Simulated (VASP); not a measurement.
Wanted: the native input for a VASP 6.6.1 run.

```yaml
Task: single point
Functional: PBE
Potentials_or_basis: VASP PAW PBE potentials, release 64 (Zn, S)
Cutoff: 520 eV
k_mesh: 6 × 6 × 6
Occupations: fermi-dirac, width 0.02 eV
Spin: no spin polarisation
Dipole_correction: no
Further_INCAR_settings: ALGO = Normal; EDIFF = 1e-06; NBANDS = 16
```

The structure of ZnS lies in POSCAR:

```
ZnS
1.0
    0.0000000000      2.6838652254      2.6838652254
    2.6838652254      0.0000000000      2.6838652254
    2.6838652254      2.6838652254      0.0000000000
Zn S
1 1
Direct
    0.2500000000      0.2500000000      0.2500000000
    0.0000000000      0.0000000000      0.0000000000
```

These files were run (other wordings do the same):

INCAR

```
SYSTEM = ZnS
PREC = Accurate ; ENCUT = 520
EDIFF = 1E-6 ; ISMEAR = -1
SIGMA = 0.02 ; LREAL = .False.
LASPH = .True. ; NELM = 100
ALGO = Normal ; ISIF = 2
LWAVE = .False. ; LCHARG = .False.
GGA = PE ; NBANDS = 16
```

KPOINTS

```
Automatic mesh
0
Gamma
  6 6 6
  0 0 0
```

Potentials or basis: VASP PAW PBE potentials, release 64 (Zn, S).

Command:

```bash
$ cat potpaw_PBE.64/Zn/POTCAR potpaw_PBE.64/S/POTCAR > POTCAR
$ mpirun -np 1 vasp_std > vasp.out
```

Results of the run:

```
Pressure               : 3.4 GPa
Band gap on the k mesh : 2.20 eV, direct
```

Run time: 5 s on 1 thread of Intel(R) Xeon(R) 6975P-C (Granite Rapids), on a shared host, peak memory 0.15 GiB.
